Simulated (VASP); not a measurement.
# TaC (Fm-3m) in VASP: further runs, part 2 of 2

VASP 6.6.1. Earlier steps stand in the parts before.

## (3) Single point, r2SCAN

File POSCAR:

```
TaC
1.0
    0.0000000000      2.2270000000      2.2270000000
    2.2270000000      0.0000000000      2.2270000000
    2.2270000000      2.2270000000      0.0000000000
Ta C
1 1
Direct
    0.0000000000      0.0000000000      0.0000000000
    0.5000000000      0.5000000000      0.5000000000
```

File INCAR.step1:

```
SYSTEM = TaC
PREC     = Accurate       ! precision mode
ENCUT    = 770            ! plane-wave cutoff, eV
ISMEAR   = 0              ! smearing method
SIGMA    = 0.15           ! smearing width, eV
LREAL    = .False.        ! projectors in reciprocal space
LASPH    = .True.         ! aspherical terms in the spheres
NELM     = 120            ! most SCF steps
NBANDS   = 16             ! bands
GGA      = PE             ! functional
ALGO     = Normal         ! electronic algorithm
EDIFF    = 1E-5           ! SCF threshold, eV
LWAVE    = .True.         ! write WAVECAR
LCHARG   = .False.        ! write CHGCAR
GGA_COMPAT= .False.
```

File INCAR.step2:

```
SYSTEM = TaC
PREC     = Accurate       ! precision mode
ENCUT    = 770            ! plane-wave cutoff, eV
EDIFF    = 1E-6           ! SCF threshold, eV
ISMEAR   = 0              ! smearing method
SIGMA    = 0.15           ! smearing width, eV
LREAL    = .False.        ! projectors in reciprocal space
LASPH    = .True.         ! aspherical terms in the spheres
NELM     = 120            ! most SCF steps
ALGO     = Normal         ! electronic algorithm
ISIF     = 2              ! what is computed and relaxed
LWAVE    = .False.        ! write WAVECAR
LCHARG   = .False.        ! write CHGCAR
METAGGA  = R2SCAN         ! meta-GGA
LMIXTAU  = .True.       
NBANDS   = 16             ! bands
ISTART   = 1            
GGA_COMPAT= .False.
```

File KPOINTS:

```
regular mesh
0
Gamma
  20 20 20
  0 0 0
```

Potentials or basis: VASP PAW PBE potentials, release 64 (Ta_sv_GW, C).

Launch:

```
$ cat potpaw_PBE.64/Ta_sv_GW/POTCAR potpaw_PBE.64/C/POTCAR > POTCAR
$ cp INCAR.step1 INCAR
$ mpirun -np 1 vasp_std > vasp.out
$ cp INCAR.step2 INCAR
$ mpirun -np 1 vasp_std > vasp.out
```

OUTCAR:

```text
SYSTEM = TaC
   PREC = Accurate
   ENCUT = 770
   EDIFF = 1E-6
   ISMEAR = 0
   LREAL = .False.
   LASPH = .True.
   NELM = 120
   ISIF = 2
   METAGGA = R2SCAN
   ISTART = 1

 ion  position               nearest neighbor table
   1  0.000  0.000  0.000-   2 2.23   2 2.23   2 2.23   2 2.23   2 2.23   2 2.23
   2  0.500  0.500  0.500-   1 2.23   1 2.23   1 2.23   1 2.23   1 2.23   1 2.23

  LATTYP: Found a face centered cubic cell.
 ALAT       =     4.4540000000

  Lattice vectors:

 A1 = (   0.0000000000,   2.2270000000,   2.2270000000)
 A2 = (   2.2270000000,   0.0000000000,   2.2270000000)
 A3 = (   2.2270000000,   2.2270000000,   0.0000000000)

Analysis of symmetry for initial positions (statically):
=====================================================================
 Subroutine PRICEL returns:
 Original cell was already a primitive cell.

 Routine SETGRP: Setting up the symmetry group for a
 face centered cubic supercell.

 Subroutine GETGRP returns: Found 48 space group operations
 (whereof 48 operations were pure point group operations)
 out of a pool of 48 trial point group operations.

The static configuration has the point symmetry O_h .

Analysis of symmetry for dynamics (positions and initial velocities):
=====================================================================
 Subroutine PRICEL returns:
 Original cell was already a primitive cell.

 Routine SETGRP: Setting up the symmetry group for a
 face centered cubic supercell.

 Subroutine GETGRP returns: Found 48 space group operations
 (whereof 48 operations were pure point group operations)
 out of a pool of 48 trial point group operations.

The dynamic configuration has the point symmetry O_h .

 Subroutine INISYM returns: Found 48 space group operations
 (whereof 48 operations are pure point group operations),
 and found     1 'primitive' translations

----------------------------------------------------------------------------------------

                                     Primitive cell

  volume of cell :      22.0897

  direct lattice vectors                    reciprocal lattice vectors
     0.000000000  2.227000000  2.227000000    -0.224517288  0.224517288  0.224517288
     2.227000000  0.000000000  2.227000000     0.224517288 -0.224517288  0.224517288
     2.227000000  2.227000000  0.000000000     0.224517288  0.224517288 -0.224517288

  length of vectors
     3.149453603  3.149453603  3.149453603     0.388875350  0.388875350  0.388875350

  position of ions in fractional coordinates (direct lattice)
     0.000000000  0.000000000  0.000000000
     0.500000000  0.500000000  0.500000000

  ion indices of the primitive-cell ions
   primitive index   ion index
                 1           1
                 2           2

----------------------------------------------------------------------------------------

 KPOINTS: regular mesh

Automatic generation of k-mesh.
 Grid dimensions read from file:
 generate k-points for:   20   20   20

 Generating k-lattice:

  Cartesian coordinates                     Fractional coordinates (reciprocal lattice)
    -0.011225864  0.011225864  0.011225864     0.050000000  0.000000000  0.000000000
     0.011225864 -0.011225864  0.011225864     0.000000000  0.050000000  0.000000000
     0.011225864  0.011225864 -0.011225864     0.000000000  0.000000000  0.050000000

  Length of vectors
     0.019443767  0.019443767  0.019443767

  Shift w.r.t. Gamma in fractional coordinates (k-lattice)
     0.000000000  0.000000000  0.000000000

 Subroutine IBZKPT returns following result:
 ===========================================

 Found    256 irreducible k-points:

 Following reciprocal coordinates:
            Coordinates               Weight
  0.000000  0.000000  0.000000      1.000000
  0.050000  0.000000  0.000000      8.000000
  0.100000  0.000000  0.000000      8.000000
  0.150000  0.000000  0.000000      8.000000
  0.200000  0.000000  0.000000      8.000000
  0.250000  0.000000  0.000000      8.000000
[... 16 lines left out ...]
 -0.400000  0.050000  0.000000     24.000000
 -0.350000  0.050000  0.000000     24.000000
 [... further k-points ...]
   k-points           NKPTS =    256   k-points in BZ     NKDIM =    256   number of bands    NBANDS=     16
   number of dos      NEDOS =    301   number of ions     NIONS =      2
   total plane-waves  NPLWV =  27000
   dimension x,y,z NGX =    30 NGY =   30 NGZ =   30
   dimension x,y,z NGXF=    60 NGYF=   60 NGZF=   60
   ions per type =               1   1
   NGX,Y,Z   is equivalent  to a cutoff of  15.84, 15.84, 15.84 a.u.
   NGXF,Y,Z  is equivalent  to a cutoff of  31.67, 31.67, 31.67 a.u.
 SYSTEM =  TaC
   PREC   = accura    normal or accurate (medium, high low for compatibility)
   ISTART =      1    job   : 0-new  1-cont  2-samecut
   ICHARG =      0    charge: 1-file 2-atom 10-const
   ISPIN  =      1    spin polarized calculation?
   LNONCOLLINEAR =      F non collinear calculations
   LSORBIT =      F    spin-orbit coupling
   LASPH  =      T    aspherical Exc in radial PAW
   ENCUT  =  770.0 eV  56.59 Ry    7.52 a.u.   7.13  7.13  7.13*2*pi/ulx,y,z
   NELM   =    120;   NELMIN=  2; NELMDL=  0     # of ELM steps
   EDIFF  = 0.1E-05   stopping-criterion for ELM
   LREAL  =      F    real-space projection
   EDIFFG = 0.1E-04   stopping-criterion for IOM
   NSW    =      0    number of steps for IOM
   IBRION =     -1    ionic relax: 0-MD 1-quasi-New 2-CG
   NFREE  =      0    steps in history (QN), initial steepest desc. (CG)
   ISIF   =      2    stress and relaxation
   ISYM   =      2    0-nonsym 1-usesym 2-fastsym
   POTIM  = 0.5000    time-step for ionic-motion
   TEBEG  =    0.0;   TEEND  =   0.0 temperature during run
   PSTRESS=    0.0 pullay stress
   NELECT =      17.0000    total number of electrons
   NUPDOWN=      -1.0000    fix difference up-down
   EMIN   =  10.00;   EMAX   =-10.00  energy-range for DOS
   EFERMI =   0.00;   METHOD = LEGACY
   ISMEAR =     0;   SIGMA  =   0.15  broadening in eV -4-tet -1-fermi 0-gaus
   EFERMI_NEDOS =   21; number of points for ismear=-14 and -15
   IALGO  =     38    algorithm
   IMIX   =      4    mixing-type and parameters
     AMIX     =   0.40;   BMIX     =  1.00
     AMIX_MAG =   1.60;   BMIX_MAG =  1.00
  volume/ion in A,a.u.               =      11.04        74.53
  Fermi-wavevector in a.u.,A,eV,Ry     =   1.500241  2.835044 30.622931  2.250722
  Thomas-Fermi vector in A             =   2.611767
   LORBIT       =      0    0 simple, 1 ext, 2 COOP (PROOUT), +10 PAW based schemes
   METAGGA = R2SCAN    functional components
   LHFCALC =     F    Hartree Fock is set to
   AEXX    =    0.0000 exact exchange contribution
   IVDW    =     0    specifies the selected vdW correction
   LEPSILON=     F    determine dielectric tensor
   LRPA    =     F    only Hartree local field effects (RPA)
 non-spin polarized calculation
 Gauss-broadening in eV      SIGMA  =   0.15
  energy-cutoff  :      770.00
  volume of cell :       22.09
 maximum number of plane-waves:      1090
 NGX is ok and might be reduce to    30
   NGX = 15   NGY = 15   NGZ = 15

 number of electron      17.0000000 magnetization

 Free energy of the ion-electron system (eV)
  ---------------------------------------------------
  ext. energy  EPLUGINS =         0.00000000
  ---------------------------------------------------
  free energy    TOTEN  =       -62.41769839 eV

  energy without entropy =      -62.41065068  energy(sigma->0) =      -62.41417453

 E-fermi :  12.5800     XC(G=0): -14.5356

 val. band max:       12.5796537292   @ k =   0.4000   0.1500   0.0500
 cond. band min:      12.5917455871   @ k =   0.3500   0.1000   0.0000
 fundamental gap:      0.0120918579
 Fermi energy:        12.5800360507

 k-point     1 :       0.0000    0.0000    0.0000
  band No.  band energies     occupation
      1     -58.4035      2.00000
      2     -23.8785      2.00000
      3     -23.8785      2.00000
      4     -23.8785      2.00000
      5      -3.1862      2.00000
      6      11.2011      2.00000
[... 8 lines left out ...]
     15      23.0428      0.00000
     16      37.0047      0.00000
[... 419 lines left out ...]
 k-point    24 :      -0.3500    0.0500    0.0000
  band No.  band energies     occupation
      1     -58.3614      2.00000
      2     -24.5014      2.00000
      3     -23.9631      2.00000
      4     -23.9361      2.00000
      5      -0.0083      2.00000
      6       4.9035      2.00000
[... 8 lines left out ...]
     15      26.9532      0.00000
     16      27.0716      0.00000

 [... further k-points ...]

------------------------ aborting loop because EDIFF is reached ----------------------------------------

  FORCE on cell =-STRESS in cart. coord.  units (eV):
  Direction    XX          YY          ZZ          XY          YZ          ZX
  --------------------------------------------------------------------------------------
  -------------------------------------------------------------------------------------
  Total        0.2350825      0.2350825      0.2350825      0.0000000      0.0000000      0.0000000
  in kB       17.0506194     17.0506194     17.0506194      0.0000000      0.0000000      0.0000000
  external PRESSURE =      17.0506194 kB  Pullay stress =       0.0000000 kB

 VOLUME and BASIS-vectors are now :
 -----------------------------------------------------------------------------
  energy-cutoff  :      770.00
  volume of cell :       22.09
      direct lattice vectors                 reciprocal lattice vectors
     0.000000000  2.227000000  2.227000000    -0.224517288  0.224517288  0.224517288
     2.227000000  0.000000000  2.227000000     0.224517288 -0.224517288  0.224517288
     2.227000000  2.227000000  0.000000000     0.224517288  0.224517288 -0.224517288

 POSITION                                       TOTAL-FORCE (eV/Angst)
 -----------------------------------------------------------------------------------
      0.00000      0.00000      0.00000         0.000000      0.000000      0.000000
      2.22700      2.22700      2.22700         0.000000     -0.000000     -0.000000
 -----------------------------------------------------------------------------------
    total drift:                               -0.000000      0.000000      0.000000

  FREE ENERGIE OF THE ION-ELECTRON SYSTEM (eV)
  ---------------------------------------------------
  free  energy   TOTEN  =       -62.4176983873 eV

  energy  without entropy=      -62.4106506787  energy(sigma->0) =      -62.41417453
```

Run time: 14 min. Hardware: 1 thread of Intel Xeon Platinum 8259CL at 2.50GHz (Skylake/Cascade Lake), shared host; peak memory 0.32 GiB.

What came out:

```
Free energy            : -62.4177 eV
Pressure               : 1.7 GPa
Band gap on the k mesh : zero (an odd number of electrons rules out a gap without spin polarisation)
```

Caveat: the PAW data sets were made with another functional, which shifts forces and pressure a little; spin-orbit coupling is left out, which moves the levels of the heavy elements; an odd number of electrons without spin polarisation forces a metal; a magnetic or distorted state may lie lower.
